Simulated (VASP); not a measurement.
# TiSi2 (Cmcm) in VASP: further runs, part 2 of 2

VASP 6.6.1. The steps go on from the part before.

### Step 3. Single point, PBE

This run uses another cell than the first one, of 13.93 Å³/atom, 1.052 times its volume.

File INCAR:

```
SYSTEM = TiSi2
PREC = Accurate ; ENCUT = 520
EDIFF = 1E-6 ; ISMEAR = 0
SIGMA = 0.1 ; LREAL = .False.
LASPH = .True. ; NELM = 60
ALGO = Normal ; ISIF = 2
LWAVE = .False. ; LCHARG = .False.
GGA = PE ; NBANDS = 29
```

File KPOINTS:

```
regular mesh
0
Gamma
  10 10 10
  0 0 0
```

File POSCAR:

```
TiSi2
1.0
    1.7598577608     -6.6798854781      0.0000000000
    1.7598577608      6.6798854781      0.0000000000
    0.0000000000      0.0000000000      3.5541649626
Ti Si
2 4
Direct
    0.8974842657      0.1025157343      0.7500000000
    0.1025157343      0.8974842657      0.2500000000
    0.5599199150      0.4400800850      0.7500000000
    0.4400800850      0.5599199150      0.2500000000
    0.2497541205      0.7502458795      0.7500000000
    0.7502458795      0.2497541205      0.2500000000
```

Potentials or basis: VASP PAW PBE potentials, release 64 (Ti_sv, Si).

Started as:

```bash
cat potpaw_PBE.64/Ti_sv/POTCAR potpaw_PBE.64/Si/POTCAR > POTCAR
mpirun -np 1 vasp_std > vasp.out
```

OUTCAR:

```text
SYSTEM = TiSi2
   PREC = Accurate
   ENCUT = 520
   EDIFF = 1E-6
   ISMEAR = 0
   LREAL = .False.
   LASPH = .True.
   NELM = 60
   ISIF = 2
   GGA = PE

 ion  position               nearest neighbor table
   1  0.897  0.103  0.750-   4 2.56   4 2.56   4 2.56   4 2.56   5 2.64   5 2.64   6 2.65   6 2.65
                             3 2.79   3 2.79
   2  0.103  0.897  0.250-   3 2.56   3 2.56   3 2.56   3 2.56   6 2.64   6 2.64   5 2.65   5 2.65
                             4 2.79   4 2.79
   3  0.560  0.440  0.750-   4 2.39   4 2.39   2 2.56   2 2.56   2 2.56   2 2.56   1 2.79   1 2.79
                             5 3.09   5 3.09   6 3.10   6 3.10
   4  0.440  0.560  0.250-   3 2.39   3 2.39   1 2.56   1 2.56   1 2.56   1 2.56   2 2.79   2 2.79
                             6 3.09   6 3.09   5 3.10   5 3.10
   5  0.250  0.750  0.750-   6 2.50   6 2.50   6 2.50   6 2.50   1 2.64   1 2.64   2 2.65   2 2.65
                             3 3.09   3 3.09   4 3.10   4 3.10
   6  0.750  0.250  0.250-   5 2.50   5 2.50   5 2.50   5 2.50   2 2.64   2 2.64   1 2.65   1 2.65
                             4 3.09   4 3.09   3 3.10   3 3.10

  LATTYP: Found a base centered orthorhombic cell.
 ALAT       =     3.5197155216
 B/A-ratio  =     3.7956962357
 C/A-ratio  =     1.0097875640

  Lattice vectors:

 A1 = (   1.7598577608,  -6.6798854781,   0.0000000000)
 A2 = (   1.7598577608,   6.6798854781,   0.0000000000)
 A3 = (   0.0000000000,   0.0000000000,   3.5541649626)

Analysis of symmetry for initial positions (statically):
=====================================================================
 Subroutine PRICEL returns:
 Original cell was already a primitive cell.

 Routine SETGRP: Setting up the symmetry group for a
 base centered orthorhombic supercell.

 Subroutine GETGRP returns: Found  8 space group operations
 (whereof  4 operations were pure point group operations)
 out of a pool of  8 trial point group operations.

The static configuration has the point symmetry C_2h.
[... 146 lines left out ...]
  Thomas-Fermi vector in A             =   2.413046
   LORBIT       =      0    0 simple, 1 ext, 2 COOP (PROOUT), +10 PAW based schemes
   GGA     = PE    functional components
   LHFCALC =     F    Hartree Fock is set to
   AEXX    =    0.0000 exact exchange contribution
   IVDW    =     0    specifies the selected vdW correction
   LEPSILON=     F    determine dielectric tensor
   LRPA    =     F    only Hartree local field effects (RPA)
 non-spin polarized calculation
 Gauss-broadening in eV      SIGMA  =   0.10
  energy-cutoff  :      520.00
  volume of cell :       83.56
 maximum number of plane-waves:      2283
 NGX is ok and might be reduce to    54
   NGX = 25   NGY = 25   NGZ = 13

 number of electron      40.0000001 magnetization

 Free energy of the ion-electron system (eV)
  ---------------------------------------------------
  ext. energy  EPLUGINS =         0.00000000
  ---------------------------------------------------
  free energy    TOTEN  =       -40.72183195 eV

  energy without entropy =      -40.71414707  energy(sigma->0) =      -40.71798951

 E-fermi :  10.7773     XC(G=0): -11.7245

 val. band max:       10.7548478342   @ k =  -0.3000   0.3000   0.1000
 cond. band min:      10.7786479519   @ k =  -0.1000   0.1000   0.3000
 fundamental gap:      0.0238001177
 Fermi energy:        10.7772974051

 k-point     1 :       0.0000    0.0000    0.0000
  band No.  band energies     occupation
      1     -45.9835      2.00000
      2     -45.9724      2.00000
      3     -22.3414      2.00000
      4     -22.3033      2.00000
      5     -22.3024      2.00000
      6     -22.2874      2.00000
[... 757 lines left out ...]
     28      14.1933      0.00000
     29      14.2526      0.00000

 [... further k-points ...]

------------------------ aborting loop because EDIFF is reached ----------------------------------------

  FORCE on cell =-STRESS in cart. coord.  units (eV):
  Direction    XX          YY          ZZ          XY          YZ          ZX
  --------------------------------------------------------------------------------------
  -------------------------------------------------------------------------------------
  Total        2.0798299      2.0721506      2.0626965      0.0000000      0.0000000      0.0000000
  in kB       39.8771620     39.7299242     39.5486573      0.0000000      0.0000000      0.0000000
  external PRESSURE =      39.7185812 kB  Pullay stress =       0.0000000 kB

 VOLUME and BASIS-vectors are now :
 -----------------------------------------------------------------------------
  energy-cutoff  :      520.00
  volume of cell :       83.56
      direct lattice vectors                 reciprocal lattice vectors
     1.759857761 -6.679885478  0.000000000     0.284113871 -0.074851583  0.000000000
     1.759857761  6.679885478  0.000000000     0.284113871  0.074851583  0.000000000
     0.000000000  0.000000000  3.554164963     0.000000000  0.000000000  0.281360041

 POSITION                                       TOTAL-FORCE (eV/Angst)
 -----------------------------------------------------------------------------------
      1.75986     -5.31030      2.66562         0.000000      0.002520     -0.000000
      1.75986      5.31030      0.88854         0.000000     -0.002520      0.000000
      1.75986     -0.80052      2.66562         0.000000      0.010784     -0.000000
      1.75986      0.80052      0.88854         0.000000     -0.010784     -0.000000
      1.75986      3.34323      2.66562         0.000000      0.000299     -0.000000
      1.75986     -3.34323      0.88854         0.000000     -0.000299     -0.000000
 -----------------------------------------------------------------------------------
    total drift:                                0.000000     -0.000000     -0.000000

  FREE ENERGIE OF THE ION-ELECTRON SYSTEM (eV)
  ---------------------------------------------------
  free  energy   TOTEN  =       -40.7218319536 eV

  energy  without entropy=      -40.7141470715  energy(sigma->0) =      -40.71798951
```

OSZICAR:

```text
N       E                     dE             d eps       ncg     rms          rms(c)
DAV:   1     0.391526330452E+03    0.39153E+03   -0.18921E+04 10796   0.147E+03
DAV:   2     0.195445446981E+01   -0.38957E+03   -0.37849E+03 10873   0.431E+02
DAV:   3    -0.408636899069E+02   -0.42818E+02   -0.42009E+02 17661   0.120E+02
DAV:   4    -0.443273801163E+02   -0.34637E+01   -0.34390E+01 15496   0.304E+01
DAV:   5    -0.445173238223E+02   -0.18994E+00   -0.18988E+00 16124   0.610E+00    0.193E+01
DAV:   6    -0.415073651374E+02    0.30100E+01   -0.36734E+01 15066   0.417E+01    0.767E+00
DAV:   7    -0.408233303340E+02    0.68403E+00   -0.88025E+00 14494   0.217E+01    0.581E+00
DAV:   8    -0.407230183563E+02    0.10031E+00   -0.82621E-01 14395   0.675E+00    0.937E-01
DAV:   9    -0.407212320429E+02    0.17863E-02   -0.68007E-02 15484   0.182E+00    0.646E-01
DAV:  10    -0.407219201829E+02   -0.68814E-03   -0.99494E-03 15147   0.747E-01    0.214E-01
DAV:  11    -0.407218526152E+02    0.67568E-04   -0.22931E-03 15105   0.366E-01    0.448E-02
DAV:  12    -0.407218306402E+02    0.21975E-04   -0.18878E-04 14142   0.105E-01    0.112E-02
DAV:  13    -0.407218319115E+02   -0.12714E-05   -0.95638E-06 15416   0.207E-02    0.356E-03
DAV:  14    -0.407218319536E+02   -0.42018E-07   -0.35134E-06 11657   0.139E-02
   1 F= -.40721832E+02 E0= -.40717990E+02  d E =-.768488E-02
```

Wall time 8.8 min (1 thread of AMD EPYC 9R45 (Zen 5), shared host); peak memory 0.5 GiB.

What came out:

```yaml
Free_energy: -40.7218 eV
Pressure: 4.0 GPa
Largest_force: 0.011 eV/Å
Band_gap_on_the_k_mesh: zero (band 20 reaches 11.22 eV, above the bottom of band 21 at 10.22 eV)
```

Forces in eV/Å, atoms in the order of the input:
```
Ti   0.000  0.003  0.000
Ti   0.000 -0.003  0.000
Si   0.000  0.011  0.000
Si   0.000 -0.011  0.000
Si   0.000  0.000  0.000
Si   0.000  0.000  0.000
```

Levels at points of the mesh, in eV from the Fermi level:
| k point | band 18 | band 19 | band 20 | band 21 | band 22 | band 23 |
| --- | --- | --- | --- | --- | --- | --- |
| (0.00, 0.00, 0.00) | -2.06 | -2.02 | 0.44 | 0.81 | 0.82 | 0.90 |
| (0.50, 0.00, 0.00) | -1.37 | -0.64 | -0.58 | -0.56 | 1.23 | 1.52 |
| (0.50, 0.50, 0.00) | -1.93 | -1.16 | 0.36 | 0.64 | 0.70 | 0.92 |
| (0.00, 0.00, 0.50) | -1.64 | -0.04 | -0.04 | 1.00 | 1.00 | 1.52 |
| (0.50, 0.00, 0.50) | -3.18 | -2.49 | -2.49 | 1.79 | 1.79 | 1.92 |
| (0.50, 0.50, 0.50) | -2.11 | -0.90 | -0.90 | 0.55 | 0.55 | 1.70 |

### Step 4. Single point, PBE

This run uses another cell than the first one, of 14.24 Å³/atom, 1.075 times its volume.

File INCAR:

```
PREC     = Accurate       # precision mode
ENCUT    = 520            # plane-wave cutoff, eV
EDIFF    = 1E-6           # SCF threshold, eV
ISMEAR   = 0              # smearing method
SIGMA    = 0.1            # smearing width, eV
LREAL    = False          # projectors in reciprocal space
LASPH    = True           # aspherical terms in the spheres
NELM     = 60             # most SCF steps
ALGO     = Normal         # electronic algorithm
ISIF     = 2              # what is computed and relaxed
LWAVE    = False          # write WAVECAR
LCHARG   = False          # write CHGCAR
GGA      = PE             # functional
NBANDS   = 29             # bands
```

File KPOINTS:

```
Automatic mesh
0
Gamma
  10 10 10
```

File POSCAR:

```
TiSi2
1.0
    1.7701827874     -6.7535727632      0.0000000000
    1.7701827874      6.7535727632      0.0000000000
    0.0000000000      0.0000000000      3.5729488039
Ti Si
2 4
Direct
    0.8969875903      0.1030124097      0.7500000000
    0.1030124097      0.8969875903      0.2500000000
    0.5593127809      0.4406872191      0.7500000000
    0.4406872191      0.5593127809      0.2500000000
    0.2498079488      0.7501920512      0.7500000000
    0.7501920512      0.2498079488      0.2500000000
```

Started as:

```bash
cat potpaw_PBE.64/Ti_sv/POTCAR potpaw_PBE.64/Si/POTCAR > POTCAR
mpirun -np 1 vasp_std > vasp.out
```

Wall time 8.5 min (1 thread of AMD EPYC 9R45 (Zen 5), shared host); peak memory 0.5 GiB.

The run converged. Its results:

```yaml
Free_energy: -40.7508 eV
Pressure: 1.0 GPa
Largest_force: 0.005 eV/Å
Band_gap_on_the_k_mesh: zero (band 20 reaches 10.95 eV, above the bottom of band 21 at 9.96 eV)
```

Forces on the atoms (eV/Å):
```
Ti   0.000 -0.001  0.000
Ti   0.000  0.001  0.000
Si   0.000  0.005  0.000
Si   0.000 -0.005  0.000
Si   0.000  0.000  0.000
Si   0.000  0.000  0.000
```

Levels at points of the mesh, in eV from the Fermi level:
```
           k point  band 17  band 18  band 19  band 20  band 21  band 22  band 23  band 24
(0.00, 0.00, 0.00)    -2.13    -2.04    -2.03     0.46     0.74     0.81     0.90     1.33
(0.50, 0.00, 0.00)    -1.67    -1.41    -0.64    -0.56    -0.53     1.19     1.47     1.65
(0.50, 0.50, 0.00)    -2.50    -1.91    -1.15     0.38     0.65     0.73     0.91     1.14
(0.00, 0.00, 0.50)    -1.60    -1.60    -0.04    -0.04     0.89     0.89     1.50     1.50
(0.50, 0.00, 0.50)    -3.17    -3.17    -2.43    -2.43     1.75     1.75     1.88     1.88
(0.50, 0.50, 0.50)    -2.04    -2.04    -0.86    -0.86     0.49     0.49     1.67     1.67
```

### Step 5. Single point, PBE

This run uses another cell than the first one, of 14.46 Å³/atom, 1.092 times its volume.

File INCAR:

```
SYSTEM = TiSi2
ALGO = Normal
EDIFF = 1E-7
ENCUT = 520
GGA = PE
ISIF = 2
ISMEAR = 0
LASPH = .True.
LCHARG = .False.
LREAL = .False.
LWAVE = .False.
NBANDS = 29
NELM = 60
PREC = Accurate
SIGMA = 0.1
```

File KPOINTS:

```
k-points
0
Gamma
  10 10 10
  0 0 0
```

File POSCAR:

```
TiSi2
1.0
    1.7777593782     -6.8076039718      0.0000000000
    1.7777593782      6.8076039718      0.0000000000
    0.0000000000      0.0000000000      3.5856713398
Ti Si
2 4
Direct
    0.8966466433      0.1033533567      0.7500000000
    0.1033533567      0.8966466433      0.2500000000
    0.5589764740      0.4410235260      0.7500000000
    0.4410235260      0.5589764740      0.2500000000
    0.2498554797      0.7501445203      0.7500000000
    0.7501445203      0.2498554797      0.2500000000
```

Started as:

```bash
cat potpaw_PBE.64/Ti_sv/POTCAR potpaw_PBE.64/Si/POTCAR > POTCAR
mpirun -np 1 vasp_std > vasp.out
```

Run time: 14 min. Hardware: 1 thread of Oxide Virtual Turin-like, shared host; peak memory 0.51 GiB.

Results (log left out):

```yaml
Free_energy: -40.7508 eV
Pressure: -1.0 GPa
Largest_force: 0.015 eV/Å
Band_gap_on_the_k_mesh: zero (band 20 reaches 10.76 eV, above the bottom of band 21 at 9.78 eV)
```

Forces on the atoms (eV/Å):
```
Ti   0.000  0.003  0.000
Ti   0.000 -0.003  0.000
Si   0.000  0.015  0.000
Si   0.000 -0.015  0.000
Si   0.000  0.000  0.000
Si   0.000  0.000  0.000
```

Levels at points of the mesh, in eV from the Fermi level:
| k point | band 17 | band 18 | band 19 | band 20 | band 21 | band 22 | band 23 | band 24 |
| --- | --- | --- | --- | --- | --- | --- | --- | --- |
| (0.00, 0.00, 0.00) | -2.09 | -2.05 | -2.01 | 0.47 | 0.68 | 0.81 | 0.89 | 1.33 |
| (0.50, 0.00, 0.00) | -1.63 | -1.43 | -0.63 | -0.54 | -0.51 | 1.17 | 1.43 | 1.62 |
| (0.50, 0.50, 0.00) | -2.43 | -1.89 | -1.14 | 0.40 | 0.65 | 0.75 | 0.90 | 1.07 |
| (0.00, 0.00, 0.50) | -1.57 | -1.57 | -0.04 | -0.04 | 0.82 | 0.82 | 1.49 | 1.49 |
| (0.50, 0.00, 0.50) | -3.17 | -3.17 | -2.39 | -2.39 | 1.72 | 1.72 | 1.85 | 1.85 |
| (0.50, 0.50, 0.50) | -1.99 | -1.99 | -0.84 | -0.84 | 0.45 | 0.45 | 1.64 | 1.64 |

### Step 6. Summary

```tsv
cell	gap on the mesh (eV)	pressure (GPa)	largest force (eV/Å)
a = 6.744, b = 6.744, c = 3.510 Å, angles 90.0, 90.0, 150.2°, 6 atoms	none	11.9	0.01
a = 6.908, b = 6.908, c = 3.554 Å, angles 90.0, 90.0, 150.5°, 6 atoms	none	4.0	0.01
a = 6.982, b = 6.982, c = 3.573 Å, angles 90.0, 90.0, 150.6°, 6 atoms	none	1.0	0.01
a = 7.036, b = 7.036, c = 3.586 Å, angles 90.0, 90.0, 150.7°, 6 atoms	none	-1.0	0.02
```

Alike in all rows: task single point; level PBE; potentials or basis VASP PAW PBE potentials, release 64 (Ti_sv, Si); no spin polarisation; k mesh 10 × 10 × 10; cutoff (eV) 520; smearing gaussian 0.1 eV.

Total energies depend on the potentials used, so only differences within one code and one set of settings carry meaning.
